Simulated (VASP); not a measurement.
Here is a VASP 6.6.1 calculation.

INCAR

```
SYSTEM = BN
PREC = Accurate ; ENCUT = 520
EDIFF = 1E-7 ; ISMEAR = 0
SIGMA = 0.01 ; LREAL = .FALSE.
LASPH = .TRUE. ; NELM = 100
ALGO = Normal ; ISIF = 2
LWAVE = .FALSE. ; LCHARG = .TRUE.
GGA = PE ; IVDW = 12
LELF = .TRUE. ; LVHAR = .TRUE.
NBANDS = 11
```

Contents of KPOINTS:

```
regular mesh
0
G
  12 12 12
  0 0 0
```

The input POSCAR:

```
BN
1.0
    2.4950430224      0.0021921667     -0.2351082320
   -1.2383183138      2.1660608110      0.2350929314
   -0.9368797319     -0.9052854162      3.3513133621
B N
1 1
Direct
    0.9910387841      0.9914237065     -0.0061515094
    0.6571102159      0.3244602935      0.9929565094
```

Potentials or basis: VASP PAW PBE potentials, release 64 (B, N).

Run with:

```sh
$ cat potpaw_PBE.64/B/POTCAR potpaw_PBE.64/N/POTCAR > POTCAR
$ mpirun -np 1 vasp_std > vasp.out
```

Problem. Predict the band gap on the k mesh.

Solution. 4.22 eV, indirect (least direct gap 4.69 eV).

Problem. Estimate the dispersion energy per atom.

Solution. -0.142 eV.

Stress tensor (GPa, compression positive):
```
 0.17  0.00 -0.04
 0.00  0.18  0.02
-0.04  0.02 -0.12
```

A k mesh can miss the band edges. PBE gaps usually lie below the measured ones, often by a third to a half.
